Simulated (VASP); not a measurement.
A run of VASP 6.6.1:

INCAR

```
SYSTEM = PbS
ALGO     = Normal         ! electronic algorithm
EDIFF    = 1E-6           ! SCF threshold, eV
EDIFFG   = -0.005         ! ionic threshold
ENCUT    = 600            ! plane-wave cutoff, eV
GGA      = PE             ! functional
IBRION   = 2              ! ionic algorithm
ISIF     = 3              ! what is computed and relaxed
ISMEAR   = -1             ! smearing method
LASPH    = .TRUE.         ! aspherical terms in the spheres
LCHARG   = .FALSE.        ! write CHGCAR
LREAL    = .FALSE.        ! projectors in reciprocal space
LWAVE    = .FALSE.        ! write WAVECAR
NELM     = 80             ! most SCF steps
NSW      = 32             ! ionic steps
PREC     = Accurate       ! precision mode
PSTRESS  = 0.10999999999999999
SIGMA    = 0.1            ! smearing width, eV
```

File KPOINTS:

```
k-points
0
G
  12 12 12
  0 0 0
```

Contents of POSCAR:

```
PbS
1.0
    0.0000000000      3.0042003954      3.0042003954
    3.0042003954      0.0000000000      3.0042003954
    3.0042003954      3.0042003954      0.0000000000
Pb S
1 1
Direct
    0.0000000000      0.0000000000      0.0000000000
    0.5000000000      0.5000000000      0.5000000000
```

Potentials or basis: VASP PAW PBE potentials, release 64 (Pb_d, S).

Launch:

```bash
$ cat potpaw_PBE.64/Pb_d/POTCAR potpaw_PBE.64/S/POTCAR > POTCAR
$ mpirun -np 1 vasp_std > vasp.out
```

Hardware: 1 thread of Intel(R) Xeon(R) Platinum 8488C (Sapphire Rapids), with other jobs on the host.

Estimate the wall time of this run.

It took 60 s on 1 thread of Intel(R) Xeon(R) Platinum 8488C (Sapphire Rapids), with other jobs on the host, peak memory 0.24 GiB. Counts: scf iterations 13, k points 72, ion steps 1.
